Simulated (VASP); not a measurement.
The system is MgS.

```xyz
2
Lattice="0.0000 2.7753 2.7753 2.7753 0.0000 2.7753 2.7753 2.7753 0.0000" Properties=species:S:1:pos:R:3 pbc="T T T"
S     1.3876    1.3876    1.3876
Mg    0.0000    0.0000    0.0000
```

Base run:

* Program: VASP 6.6.1
* Functional: PBE0
* Potentials or basis: VASP PAW PBE potentials, release 64 (S, Mg)
* Cutoff: 520 eV
* k mesh: 6 × 6 × 6
* Occupations: fermi-dirac, width 0.05 eV
* Spin: no spin polarisation

Its results: band gap on the k mesh 5.52 eV (least direct gap 5.54 eV); pressure 3.8 GPa.

Problem. The run is repeated on the same cell with these changes: functional from PBE0 to HSE06. What comes out?

Solution. Band gap on the k mesh 4.81 eV (least direct gap 4.84 eV); pressure 3.9 GPa.

Caveats: the cell stands under pressure; the PAW data sets were made with another functional, which shifts forces and pressure a little.

A k mesh can miss the band edges.
